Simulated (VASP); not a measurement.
## Fe: single point with PBEsol+D4

Crystal: Fe.

```
Fe
1.0
     2.48190    0.00000    0.00000
    -1.24095    2.14939    0.00000
     0.00000    0.00000    3.91729
Fe
2
Cartesian
  1.2409 0.7165 2.9380
  0.0000 1.4329 0.9793
```

- Program: VASP 6.6.1
- Task: single point
- Functional: PBEsol
- Dispersion: D4
- Potentials or basis: VASP PAW PBE potentials, release 64 (Fe)
- Cutoff: 520 eV
- k mesh: 12 × 12 × 7
- Occupations: fermi-dirac, width 0.05 eV
- Spin: collinear spin, ferromagnetic start
- Starting moments: [3.0, 3.0] μB

The pressure is -20.8 GPa, the band gap on the k mesh is zero (filled and empty bands overlap) and the net moment is -0.01 μB per cell. The valence electrons inside the program's atomic spheres are Fe 7.45 and the dispersion energy per atom is -0.220 eV.

Stress tensor (GPa, compression positive):
```
-21.03   0.00   0.00
  0.00 -21.03   0.00
  0.00   0.00 -20.34
```

Levels at points of the mesh, in eV from the Fermi level:
Spin up:
```csv
k point,band 4,band 5,band 6,band 7,band 8,band 9,band 10,band 11,band 12,band 13
"(0.00, 0.00, 0.00)",-1.61,-1.48,-1.16,-1.16,-0.84,-0.84,0.50,0.67,0.67,8.50
"(0.50, 0.00, 0.00)",-2.04,-1.91,-1.49,-1.05,0.77,0.99,1.03,2.57,4.64,11.00
```
Spin down:
| k point | band 5 | band 6 | band 7 | band 8 | band 9 | band 10 | band 11 | band 12 |
| --- | --- | --- | --- | --- | --- | --- | --- | --- |
| (0.00, 0.00, 0.00) | -1.48 | -1.17 | -1.17 | -0.84 | -0.84 | 0.50 | 0.67 | 0.67 |
| (0.50, 0.00, 0.00) | -1.91 | -1.49 | -1.05 | 0.76 | 0.98 | 1.03 | 2.57 | 4.64 |

Run time: 55 s on 1 thread of AMD EPYC 7R43 64-Core Processor (Zen 3) (shared host), peak memory 0.13 GiB.

Caveat: the starting moments collapsed, and a magnetic state may lie lower; the PAW data sets were made with another functional, which shifts forces and pressure a little; pairwise dispersion overbinds metals, which lowers pressure and volume.
